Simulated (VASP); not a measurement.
Write the native input for VASP 6.6.1 that does the following.

* Task: relaxation of cell and atoms
* Functional: BLYP
* Potentials or basis: VASP PAW PBE potentials, release 64 (Ti_sv)
* Cutoff: 600 eV
* k mesh: 12 × 12 × 7
* Occupations: fermi-dirac, width 0.1 eV
* Spin: no spin polarisation
* Dipole correction: no
* Further INCAR settings: ALGO = Normal; EDIFF = 1e-06; IBRION = 2; EDIFFG = -0.01; NSW = 80; ISIF = 3

The structure of Ti lies in POSCAR:

```
Ti
1.0
    2.9499978604      0.0000000000      0.0000000000
   -1.4749989302      2.5547730882      0.0000000000
    0.0000000000      0.0000000000      4.6860000000
Ti
2
Direct
    0.3333333333      0.6666666667      0.2500000000
    0.6666666667      0.3333333333      0.7500000000
```

The input as run:

INCAR

```
  PREC = Accurate
  ENCUT = 600
  EDIFF = 1E-6
  ISMEAR = -1
  SIGMA = 0.1
  LREAL = F
  LASPH = T
  NELM = 100
  ALGO = Normal
  ISIF = 3
  LWAVE = F
  LCHARG = F
  GGA = B5
  ALDAX = 1.0
  AGGAX = 1.0
  AGGAC = 1.0
  ALDAC = 0.0
  IBRION = 2
  NSW = 80
  EDIFFG = -0.01
```

KPOINTS

```
regular mesh
0
Gamma
  12 12 7
```

Potentials or basis: VASP PAW PBE potentials, release 64 (Ti_sv).

Command:

```bash
$ cat potpaw_PBE.64/Ti_sv/POTCAR > POTCAR
$ mpirun -np 1 vasp_std > vasp.out
```

It gave:

The relaxed volume is 17.81 Å³/atom and the relaxed cell is a = 2.961 Å, b = 2.961 Å, c = 4.693 Å, α = 90.00°, β = 90.00°, γ = 120.00°. The space group after relaxing (to 0.1 Å) is P6_3/mmc (No. 194) and the energy gained by relaxing is 0.5 meV/atom. The ionic steps are 7, the pressure after relaxing is 0.0 GPa and the band gap on the k mesh is zero (bands 12 and 13 overlap by 0.98 eV).

Caveat: the PAW data sets were made with another functional, which shifts forces and pressure a little.

Run time: 2.9 min on 1 thread of AMD EPYC 9R45 96-Core Processor (Zen 5) (shared host), peak memory 0.16 GiB.
